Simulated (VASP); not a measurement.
Here is a VASP 6.6.1 calculation.

Contents of INCAR:

```
  ALGO = Normal
  EDIFF = 1E-7
  ENCUT = 520
  GGA = PE
  ISIF = 2
  ISMEAR = 0
  LASPH = True
  LCHARG = False
  LREAL = False
  LWAVE = False
  NBANDS = 22
  NELM = 80
  PREC = Accurate
  SIGMA = 0.1
```

File KPOINTS:

```
k-points
0
Gamma
  5 5 6
```

POSCAR

```
MgGe2
1.0
    2.9250618900     -3.0608845800      0.0000000000
    2.9250618900      3.0608845800      0.0000000000
    0.0000000000      0.0000000000      4.0956695000
Mg Ge
1 2
Direct
    0.5000000000      0.5000000000      0.5000000000
    0.5000000000      0.5000000000      0.0000000000
    0.0000000000      0.0000000000      0.0000000000
```

Potentials or basis: VASP PAW PBE potentials, release 64 (Mg, Ge_d).

Run with:

```bash
$ cat potpaw_PBE.64/Mg/POTCAR potpaw_PBE.64/Ge_d/POTCAR > POTCAR
$ mpirun -np 1 vasp_std > vasp.out
```

Task: What does it give for the pressure?

Result: 15.0 GPa.

Task: What does it give for the band gap on the k mesh?

Result: Zero (bands 15 and 16 overlap by 1.99 eV).

Stress tensor (GPa, compression positive):
```
-6.90  0.00  0.00
 0.00 -9.59  0.00
 0.00  0.00 61.60
```

Caveat: the stress differs along the axes, from -10 to 62 GPa.
